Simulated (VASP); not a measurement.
Here is a VASP 6.6.1 calculation.

Contents of INCAR:

```
SYSTEM = SrPb2
ALGO = Normal ; EDIFF = 1E-6
EDIFFG = -0.04 ; ENCUT = 600
GGA = PE ; IBRION = 2
ISIF = 3 ; ISMEAR = 0
LASPH = .TRUE. ; LCHARG = .FALSE.
LREAL = .FALSE. ; LWAVE = .FALSE.
NELM = 60 ; NSW = 90
PREC = Accurate ; SIGMA = 0.1
```

KPOINTS

```
k-points
0
G
  4 4 4
  0 0 0
```

POSCAR

```
SrPb2
1.0
    0.0000000000      4.5645940613      4.5645940613
    4.5645940613      0.0000000000      4.5645940613
    4.5645940613      4.5645940613      0.0000000000
Sr Pb
2 4
Direct
    0.0000000000      0.0000000000      0.0000000000
    0.2500000000      0.2500000000      0.2500000000
    0.6250000000      0.6250000000      0.6250000000
    0.1250000000      0.6250000000      0.6250000000
    0.6250000000      0.6250000000      0.1250000000
    0.6250000000      0.1250000000      0.6250000000
```

Potentials or basis: VASP PAW PBE potentials, release 64 (Sr_sv, Pb_d).

Run with:

```console
$ cat potpaw_PBE.64/Sr_sv/POTCAR potpaw_PBE.64/Pb_d/POTCAR > POTCAR
$ mpirun -np 1 vasp_std > vasp.out
```

(1) What does it give for the space group after relaxing (to 0.1 Å)?

(2) What does it give for the relaxed volume?

(3) Predict the band gap on the k mesh.

Answers

(1) Fd-3m (No. 227).

(2) 35.99 Å³/atom.

(3) zero (bands 38 and 39 overlap by 0.25 eV).

Caveat: spin-orbit coupling is left out, which moves the levels of the heavy elements.
